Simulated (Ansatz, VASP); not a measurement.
**Two plane-wave programs on Ta2N**

File INCAR:

```
PREC = Accurate
ENCUT = 520
EDIFF = 1E-6
ISMEAR = 0
SIGMA = 0.1
LREAL = False
LASPH = True
NELM = 100
ALGO = Normal
ISIF = 2
LWAVE = False
LCHARG = False
GGA = PS
NBANDS = 20
```

KPOINTS

```
Automatic mesh
0
Gamma
  15 15 10
```

File POSCAR:

```
Ta2N
1.0
    3.1681459263      0.0000000000      0.0000000000
   -1.5840729632      2.7436948551      0.0000000000
    0.0000000000      0.0000000000      5.0293769912
Ta N
2 1
Direct
    0.6666666700      0.3333333300      0.7704385864
    0.3333333300      0.6666666700      0.2295614136
    0.0000000000      0.0000000000      0.0000000000
```

Input for Ansatz:

```yaml
crystal:
  lattice:
    - [3.1681459263, 0.0, 0.0]
    - [-1.5840729632, 2.7436948551, 0.0]
    - [0.0, 0.0, 5.0293769912]
  atoms:
    - { symbol: Ta, position: [0.66666667, 0.33333333, 0.7704385864] }
    - { symbol: Ta, position: [0.33333333, 0.66666667, 0.2295614136] }
    - { symbol: "N", position: [0.0, 0.0, 0.0] }
basis:
  ecutwfc: 420
kpoints:
  mp_grid: { grid: [15, 15, 10] }
hamiltonian:
  xc: pbesol
scf:
  occupations: { method: gaussian, width: 0.1 }
output:
  forces: true
  stress: true
  eigenvalues: true
  populations: true
```

Alike in both runs: task single point; functional PBEsol; k mesh 15 × 15 × 10; occupations gaussian, width 0.1 eV; no spin polarisation.

|  | VASP | Ansatz |
| --- | --- | --- |
| version | VASP 6.6.1 | Ansatz 0.2.0 |
| potentials or method | VASP PAW PBE potentials, release 64 (Ta_pv, N), cutoff 520 eV | scalar-relativistic, plane waves, PAW |
| valence electrons in the cell | 27 | 31 |

|  | VASP | Ansatz | Ansatz less VASP |
| --- | --- | --- | --- |
| gap on the k mesh at the Fermi level (eV) | none | none | - |
| pressure (GPa) | -15.3 | -15.7 | -0.46 |
| traceless stress, the component that is largest in VASP (GPa) | -4.53 | -4.49 | +0.036 |
| rms of the force components (eV/Å) | 0.792 | 0.771 | -0.0212 |

VASP's potentials were made for PBE, not for PBEsol. Atom by atom the forces differ by 0.021 eV/Å (rms over components). A gap of «none» marks a metal or a gap that the smearing closes. VASP's potentials hold 27 valence electrons a cell and Ansatz's 31, so a difference there can come from the potentials and not from the codes.

Spin-orbit coupling is off throughout.
